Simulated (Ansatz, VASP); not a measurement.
Two plane-wave programs on GaAs

Contents of INCAR:

```
ALGO = Normal
DIPOL = 0.5 0.5 0.500
EDIFF = 1E-6
ENCUT = 520
GGA = PS
IDIPOL = 3
ISIF = 2
ISMEAR = 0
LASPH = T
LCHARG = F
LDIPOL = T
LREAL = F
LWAVE = F
NBANDS = 36
NELM = 100
PREC = Accurate
SIGMA = 0.05
```

KPOINTS

```
k-points
0
Gamma
  9 6 1
```

File POSCAR:

```
GaAs
1.0
    4.0010046234      0.0000000000      0.0000000000
    0.0000000000      5.6582750016      0.0000000000
    0.0000000000      0.0000000000     19.0010046234
Ga As
3 3
Direct
    0.5000000000      0.5000000000      0.3947159715
    0.0000000000      0.0000000000      0.5000000000
    0.5000000000      0.5000000000      0.6052840285
    0.0000000000      0.7500000000      0.3947159715
    0.5000000000      0.2500000000      0.5000000000
    0.0000000000      0.7500000000      0.6052840285
```

Input for Ansatz:

```yaml
crystal:
  lattice:
    - [4.0010046234, 0.0, 0.0]
    - [0.0, 5.6582750016, 0.0]
    - [0.0, 0.0, 19.0010046234]
  atoms:
    - { symbol: Ga, position: [0.5, 0.5, 0.3947159715] }
    - { symbol: As, position: [0.0, 0.75, 0.3947159715] }
    - { symbol: Ga, position: [0.0, 0.0, 0.5] }
    - { symbol: As, position: [0.5, 0.25, 0.5] }
    - { symbol: Ga, position: [0.5, 0.5, 0.6052840285] }
    - { symbol: As, position: [0.0, 0.75, 0.6052840285] }
basis:
  ecutwfc: 420
kpoints:
  mp_grid: { grid: [9, 6, 1] }
hamiltonian:
  xc: pbesol
scf:
  occupations: { method: gaussian, width: 0.05 }
output:
  forces: true
  stress: true
  eigenvalues: true
  write_density: true
  write_potential: true
  elf: true
  volumetric_format: npy
efield:
  axis: 3
  dipole_correction: true
```

Alike in both runs: task single point; functional PBEsol; k mesh 9 × 6 × 1; occupations gaussian, width 0.05 eV; no spin polarisation.

```csv
,VASP,Ansatz
version,VASP 6.6.1,Ansatz 0.2.0
potentials or method,"VASP PAW PBE potentials, release 64 (Ga_d, As), cutoff 520 eV","scalar-relativistic, plane waves, PAW"
valence electrons in the cell,54,84
```

```tsv
	VASP	Ansatz	Ansatz less VASP
gap on the k mesh at the Fermi level (eV)	0.02	0.02	+0.001
least direct gap on the mesh (eV)	0.06	0.07	+0.008
rms of the force components (eV/Å)	0.638	0.645	+0.0070
```

VASP's potentials were made for PBE, not for PBEsol. The functional is the same, so the differences come from potentials, cutoffs and numerics. VASP's potentials hold 54 valence electrons a cell and Ansatz's 84, so a difference there can come from the potentials and not from the codes. Ansatz's warnings: xc potential rough in thin density.
